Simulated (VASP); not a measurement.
# ZnS (scanat) (F-43m) in VASP: single point with r2SCAN

Aim: the single point of ZnS (scanat) with r2SCAN.

All numbers are computed with VASP 6.6.1; they aren't measurements. Logs are shortened: lines on timing, memory, paths and dates and some standing lists are left out, and cuts for length are marked.

## Step 1: The cell of the first run

It takes space group F-43m (No. 216, cubic). The conventional cell has a = 5.356 Å, b = 5.356 Å, c = 5.356 Å, α = 90.00°, β = 90.00°, γ = 90.00°. Within 3.1 Å of Zn (site symmetry -43m) lie 4 S at 2.32 Å. Within 3.1 Å of S (site symmetry -43m) lie 4 Zn at 2.32 Å.

## Step 2: Single point, r2SCAN

POSCAR reads:

```
ZnS
1.0
    0.0000000000      2.6781727586      2.6781727586
    2.6781727586      0.0000000000      2.6781727586
    2.6781727586      2.6781727586      0.0000000000
Zn S
1 1
Direct
    0.0000000000      0.0000000000      0.0000000000
    0.7500000000      0.7500000000      0.7500000000
```

INCAR.step1 reads:

```
SYSTEM = ZnS
  PREC = Accurate
  ENCUT = 520
  ISMEAR = 0
  SIGMA = 0.02
  LREAL = .FALSE.
  LASPH = .TRUE.
  NELM = 60
  NBANDS = 16
  GGA = PE
  ALGO = Normal
  EDIFF = 1E-4
  LWAVE = .TRUE.
  LCHARG = .FALSE.
```

INCAR.step2 reads:

```
SYSTEM = ZnS
  PREC = Accurate
  ENCUT = 520
  EDIFF = 1E-6
  ISMEAR = 0
  SIGMA = 0.02
  LREAL = .FALSE.
  LASPH = .TRUE.
  NELM = 60
  ALGO = Normal
  ISIF = 2
  LWAVE = .FALSE.
  LCHARG = .FALSE.
  METAGGA = R2SCAN
  LMIXTAU = .TRUE.
  NBANDS = 16
  ISTART = 1
```

KPOINTS reads:

```
Automatic mesh
0
G
  10 10 10
  0 0 0
```

Potentials or basis: VASP PAW PBE potentials, release 64 (Zn, S).

On the command line:

```
$ cat potpaw_PBE.64/Zn/POTCAR potpaw_PBE.64/S/POTCAR > POTCAR
$ cp INCAR.step1 INCAR
$ mpirun -np 1 vasp_std > vasp.out
$ cp INCAR.step2 INCAR
$ mpirun -np 1 vasp_std > vasp.out
```

OUTCAR:

```text
SYSTEM = ZnS
   PREC = Accurate
   ENCUT = 520
   EDIFF = 1E-6
   ISMEAR = 0
   LREAL = .FALSE.
   LASPH = .TRUE.
   NELM = 60
   ISIF = 2
   METAGGA = R2SCAN
   ISTART = 1

 ion  position               nearest neighbor table
   1  0.000  0.000  0.000-   2 2.32   2 2.32   2 2.32   2 2.32
   2  0.750  0.750  0.750-   1 2.32   1 2.32   1 2.32   1 2.32

  LATTYP: Found a face centered cubic cell.
 ALAT       =     5.3563455172

  Lattice vectors:

 A1 = (   0.0000000000,   2.6781727586,   2.6781727586)
 A2 = (   2.6781727586,   0.0000000000,   2.6781727586)
 A3 = (   2.6781727586,   2.6781727586,   0.0000000000)

Analysis of symmetry for initial positions (statically):
=====================================================================
 Subroutine PRICEL returns:
 Original cell was already a primitive cell.

 Routine SETGRP: Setting up the symmetry group for a
 face centered cubic supercell.

 Subroutine GETGRP returns: Found 24 space group operations
 (whereof 24 operations were pure point group operations)
 out of a pool of 48 trial point group operations.

The static configuration has the point symmetry T_d .

Analysis of symmetry for dynamics (positions and initial velocities):
=====================================================================
 Subroutine PRICEL returns:
 Original cell was already a primitive cell.

 Routine SETGRP: Setting up the symmetry group for a
 face centered cubic supercell.

 Subroutine GETGRP returns: Found 24 space group operations
 (whereof 24 operations were pure point group operations)
 out of a pool of 48 trial point group operations.

The dynamic configuration has the point symmetry T_d .

 Subroutine INISYM returns: Found 24 space group operations
 (whereof 24 operations are pure point group operations),
 and found     1 'primitive' translations

----------------------------------------------------------------------------------------

                                     Primitive cell

  volume of cell :      38.4190

  direct lattice vectors                    reciprocal lattice vectors
     0.000000000  2.678172759  2.678172759    -0.186694454  0.186694454  0.186694454
     2.678172759  0.000000000  2.678172759     0.186694454 -0.186694454  0.186694454
     2.678172759  2.678172759  0.000000000     0.186694454  0.186694454 -0.186694454

  length of vectors
     3.787508238  3.787508238  3.787508238     0.323364279  0.323364279  0.323364279

  position of ions in fractional coordinates (direct lattice)
     0.000000000  0.000000000  0.000000000
     0.750000000  0.750000000  0.750000000

  ion indices of the primitive-cell ions
   primitive index   ion index
                 1           1
                 2           2

----------------------------------------------------------------------------------------

 KPOINTS: Automatic mesh

Automatic generation of k-mesh.
 Grid dimensions read from file:
 generate k-points for:   10   10   10

 Generating k-lattice:

  Cartesian coordinates                     Fractional coordinates (reciprocal lattice)
    -0.018669445  0.018669445  0.018669445     0.100000000  0.000000000  0.000000000
     0.018669445 -0.018669445  0.018669445     0.000000000  0.100000000  0.000000000
     0.018669445  0.018669445 -0.018669445     0.000000000  0.000000000  0.100000000

  Length of vectors
     0.032336428  0.032336428  0.032336428

  Shift w.r.t. Gamma in fractional coordinates (k-lattice)
     0.000000000  0.000000000  0.000000000

 Subroutine IBZKPT returns following result:
 ===========================================

 Found     47 irreducible k-points:

 Following reciprocal coordinates:
            Coordinates               Weight
  0.000000  0.000000  0.000000      1.000000
  0.100000  0.000000  0.000000      8.000000
  0.200000  0.000000  0.000000      8.000000
  0.300000  0.000000  0.000000      8.000000
  0.400000  0.000000  0.000000      8.000000
  0.500000  0.000000  0.000000      4.000000
[... 16 lines left out ...]
  0.300000  0.300000  0.000000      6.000000
  0.400000  0.300000  0.000000     24.000000
 [... further k-points ...]
   k-points           NKPTS =     47   k-points in BZ     NKDIM =     47   number of bands    NBANDS=     16
   number of dos      NEDOS =    301   number of ions     NIONS =      2
   total plane-waves  NPLWV =  21952
   dimension x,y,z NGX =    28 NGY =   28 NGZ =   28
   dimension x,y,z NGXF=    56 NGYF=   56 NGZF=   56
   ions per type =               1   1
   NGX,Y,Z   is equivalent  to a cutoff of  12.29, 12.29, 12.29 a.u.
   NGXF,Y,Z  is equivalent  to a cutoff of  24.58, 24.58, 24.58 a.u.
 SYSTEM =  ZnS
   PREC   = accura    normal or accurate (medium, high low for compatibility)
   ISTART =      1    job   : 0-new  1-cont  2-samecut
   ICHARG =      0    charge: 1-file 2-atom 10-const
   ISPIN  =      1    spin polarized calculation?
   LNONCOLLINEAR =      F non collinear calculations
   LSORBIT =      F    spin-orbit coupling
   LASPH  =      T    aspherical Exc in radial PAW
   ENCUT  =  520.0 eV  38.22 Ry    6.18 a.u.   7.04  7.04  7.04*2*pi/ulx,y,z
   NELM   =     60;   NELMIN=  2; NELMDL=  0     # of ELM steps
   EDIFF  = 0.1E-05   stopping-criterion for ELM
   LREAL  =      F    real-space projection
   EDIFFG = 0.1E-04   stopping-criterion for IOM
   NSW    =      0    number of steps for IOM
   IBRION =     -1    ionic relax: 0-MD 1-quasi-New 2-CG
   NFREE  =      0    steps in history (QN), initial steepest desc. (CG)
   ISIF   =      2    stress and relaxation
   ISYM   =      2    0-nonsym 1-usesym 2-fastsym
   POTIM  = 0.5000    time-step for ionic-motion
   TEBEG  =    0.0;   TEEND  =   0.0 temperature during run
   PSTRESS=    0.0 pullay stress
   NELECT =      18.0000    total number of electrons
   NUPDOWN=      -1.0000    fix difference up-down
   EMIN   =  10.00;   EMAX   =-10.00  energy-range for DOS
   EFERMI =   0.00;   METHOD = LEGACY
   ISMEAR =     0;   SIGMA  =   0.02  broadening in eV -4-tet -1-fermi 0-gaus
   EFERMI_NEDOS =   21; number of points for ismear=-14 and -15
   IALGO  =     38    algorithm
   IMIX   =      4    mixing-type and parameters
     AMIX     =   0.40;   BMIX     =  1.00
     AMIX_MAG =   1.60;   BMIX_MAG =  1.00
  volume/ion in A,a.u.               =      19.21       129.63
  Fermi-wavevector in a.u.,A,eV,Ry     =   1.271502  2.402791 21.996778  1.616718
  Thomas-Fermi vector in A             =   2.404432
   LORBIT       =      0    0 simple, 1 ext, 2 COOP (PROOUT), +10 PAW based schemes
   METAGGA = R2SCAN    functional components
   LHFCALC =     F    Hartree Fock is set to
   AEXX    =    0.0000 exact exchange contribution
   IVDW    =     0    specifies the selected vdW correction
   LEPSILON=     F    determine dielectric tensor
   LRPA    =     F    only Hartree local field effects (RPA)
 non-spin polarized calculation
 Gauss-broadening in eV      SIGMA  =   0.02
  energy-cutoff  :      520.00
  volume of cell :       38.42
 maximum number of plane-waves:      1056
   NGX = 15   NGY = 15   NGZ = 15

 number of electron      18.0000016 magnetization

 Free energy of the ion-electron system (eV)
  ---------------------------------------------------
  ext. energy  EPLUGINS =         0.00000000
  ---------------------------------------------------
  free energy    TOTEN  =       -18.86324492 eV

  energy without entropy =      -18.86324492  energy(sigma->0) =      -18.86324492

 E-fermi :   2.2327     XC(G=0): -10.4195

 val. band max:        2.0846449608   @ k =   0.0000   0.0000   0.0000
 cond. band min:       4.8843310315   @ k =   0.0000   0.0000   0.0000
 fundamental gap:      2.7996860707
 Fermi energy:         2.2327140691

 k-point     1 :       0.0000    0.0000    0.0000
  band No.  band energies     occupation
      1     -11.7861      2.00000
      2      -4.5249      2.00000
      3      -4.5249      2.00000
      4      -4.5249      2.00000
      5      -3.9443      2.00000
      6      -3.9443      2.00000
[... 8 lines left out ...]
     15      14.4181      0.00000
     16      14.7895      0.00000

 k-point     2 :       0.1000    0.0000    0.0000
  band No.  band energies     occupation
      1     -11.7052      2.00000
      2      -4.5249      2.00000
      3      -4.5096      2.00000
      4      -4.5095      2.00000
      5      -3.9457      2.00000
      6      -3.9457      2.00000
[... 8 lines left out ...]
     15      13.9554      0.00000
     16      15.3964      0.00000

 k-point     3 :       0.2000    0.0000    0.0000
  band No.  band energies     occupation
      1     -11.4817      2.00000
      2      -4.5062      2.00000
      3      -4.4713      2.00000
      4      -4.4713      2.00000
      5      -3.9457      2.00000
      6      -3.9457      2.00000
[... 8 lines left out ...]
     15      13.5225      0.00000
     16      15.3151      0.00000

 k-point     4 :       0.3000    0.0000    0.0000
  band No.  band energies     occupation
      1     -11.1778      2.00000
      2      -4.4296      2.00000
      3      -4.4295      2.00000
      4      -4.4134      2.00000
      5      -3.9371      2.00000
      6      -3.9371      2.00000
[... 8 lines left out ...]
     15      13.9436      0.00000
     16      14.7165      0.00000

 k-point     5 :       0.4000    0.0000    0.0000
  band No.  band energies     occupation
      1     -10.9034      2.00000
      2      -4.4019      2.00000
      3      -4.4019      2.00000
      4      -4.1594      2.00000
      5      -3.9212      2.00000
      6      -3.9212      2.00000
[... 8 lines left out ...]
     15      15.1753      0.00000
     16      15.1754      0.00000

 k-point     6 :       0.5000    0.0000    0.0000
  band No.  band energies     occupation
      1     -10.7904      2.00000
      2      -4.3931      2.00000
      3      -4.3931      2.00000
      4      -3.9127      2.00000
      5      -3.9126      2.00000
      6      -3.7394      2.00000
[... 8 lines left out ...]
     15      16.2152      0.00000
     16      16.2152      0.00000

 k-point     7 :       0.1000    0.1000    0.0000
  band No.  band energies     occupation
      1     -11.6782      2.00000
      2      -4.5391      2.00000
      3      -4.4971      2.00000
      4      -4.4971      2.00000
      5      -3.9563      2.00000
      6      -3.9363      2.00000
[... 8 lines left out ...]
     15      14.5550      0.00000
     16      15.6988      0.00000

 k-point     8 :       0.2000    0.1000    0.0000
  band No.  band energies     occupation
      1     -11.5020      2.00000
      2      -4.5390      2.00000
      3      -4.4606      2.00000
      4      -4.4590      2.00000
      5      -3.9652      2.00000
      6      -3.9292      2.00000
[... 8 lines left out ...]
     15      14.4219      0.00000
     16      16.3785      0.00000

 k-point     9 :       0.3000    0.1000    0.0000
  band No.  band energies     occupation
      1     -11.2232      2.00000
      2      -4.4907      2.00000
      3      -4.4140      2.00000
      4      -4.4061      2.00000
      5      -3.9611      2.00000
      6      -3.9201      2.00000
[... 8 lines left out ...]
     15      14.6429      0.00000
     16      15.7413      0.00000
[... 172 lines left out ...]
 k-point    19 :       0.5000    0.2000    0.0000
  band No.  band energies     occupation
      1     -10.6857      2.00000
      2      -4.4096      2.00000
      3      -4.3097      2.00000
      4      -4.1038      2.00000
      5      -3.9031      2.00000
      6      -3.7882      2.00000
[... 8 lines left out ...]
     15      16.2883      0.00000
     16      17.5088      0.00000

 k-point    20 :      -0.4000    0.2000    0.0000
  band No.  band energies     occupation
      1     -10.6598      2.00000
      2      -4.3891      2.00000
      3      -4.3199      2.00000
      4      -4.0062      2.00000
      5      -3.9279      2.00000
      6      -3.7377      2.00000
[... 8 lines left out ...]
     15      14.7728      0.00000
     16      17.2792      0.00000

 k-point    21 :      -0.3000    0.2000    0.0000
  band No.  band energies     occupation
      1     -10.8163      2.00000
      2      -4.3860      2.00000
      3      -4.3535      2.00000
      4      -4.1973      2.00000
      5      -3.9558      2.00000
      6      -3.8837      2.00000
[... 8 lines left out ...]
     15      16.2034      0.00000
     16      17.3491      0.00000

 k-point    22 :      -0.2000    0.2000    0.0000
  band No.  band energies     occupation
      1     -11.0747      2.00000
      2      -4.4112      2.00000
      3      -4.4031      2.00000
      4      -4.3912      2.00000
      5      -3.9679      2.00000
      6      -3.9049      2.00000
[... 8 lines left out ...]
     15      15.7782      0.00000
     16      17.5996      0.00000

 k-point    23 :       0.3000    0.3000    0.0000
  band No.  band energies     occupation
      1     -10.9734      2.00000
      2      -4.5792      2.00000
      3      -4.3018      2.00000
      4      -4.3017      2.00000
      5      -3.9795      2.00000
      6      -3.8896      2.00000
[... 8 lines left out ...]
     15      15.5492      0.00000
     16      19.6845      0.00000

 k-point    24 :       0.4000    0.3000    0.0000
  band No.  band energies     occupation
      1     -10.7564      2.00000
      2      -4.5410      2.00000
      3      -4.2507      2.00000
      4      -4.2394      2.00000
      5      -3.9237      2.00000
      6      -3.8814      2.00000
[... 8 lines left out ...]
     15      16.1472      0.00000
     16      18.9115      0.00000

 [... further k-points ...]

------------------------ aborting loop because EDIFF is reached ----------------------------------------

  FORCE on cell =-STRESS in cart. coord.  units (eV):
  Direction    XX          YY          ZZ          XY          YZ          ZX
  --------------------------------------------------------------------------------------
  -------------------------------------------------------------------------------------
  Total        0.3527034      0.3527034      0.3527034      0.0000000      0.0000000     -0.0000000
  in kB       14.7087075     14.7087075     14.7087075      0.0000000      0.0000000     -0.0000000
  external PRESSURE =      14.7087075 kB  Pullay stress =       0.0000000 kB

 VOLUME and BASIS-vectors are now :
 -----------------------------------------------------------------------------
  energy-cutoff  :      520.00
  volume of cell :       38.42
      direct lattice vectors                 reciprocal lattice vectors
     0.000000000  2.678172759  2.678172759    -0.186694454  0.186694454  0.186694454
     2.678172759  0.000000000  2.678172759     0.186694454 -0.186694454  0.186694454
     2.678172759  2.678172759  0.000000000     0.186694454  0.186694454 -0.186694454

 POSITION                                       TOTAL-FORCE (eV/Angst)
 -----------------------------------------------------------------------------------
      0.00000      0.00000      0.00000        -0.000000      0.000000      0.000000
      4.01726      4.01726      4.01726         0.000000     -0.000000     -0.000000
 -----------------------------------------------------------------------------------
    total drift:                               -0.000011     -0.000011     -0.000011

  FREE ENERGIE OF THE ION-ELECTRON SYSTEM (eV)
  ---------------------------------------------------
  free  energy   TOTEN  =       -18.8632449244 eV

  energy  without entropy=      -18.8632449244  energy(sigma->0) =      -18.86324492
```

Wall time 2.5 min (1 thread of AMD EPYC 7R13, shared host); peak memory 0.18 GiB.

Results:

| Item | Value |
| --- | --- |
| Free energy | -18.8632 eV |
| Pressure | 1.5 GPa |
| Band gap on the k mesh | 2.80 eV, direct |

Caveat: the PAW data sets were made with another functional, which shifts forces and pressure a little. r2SCAN opens gaps a little over a GGA but as a rule still falls short of measured ones.
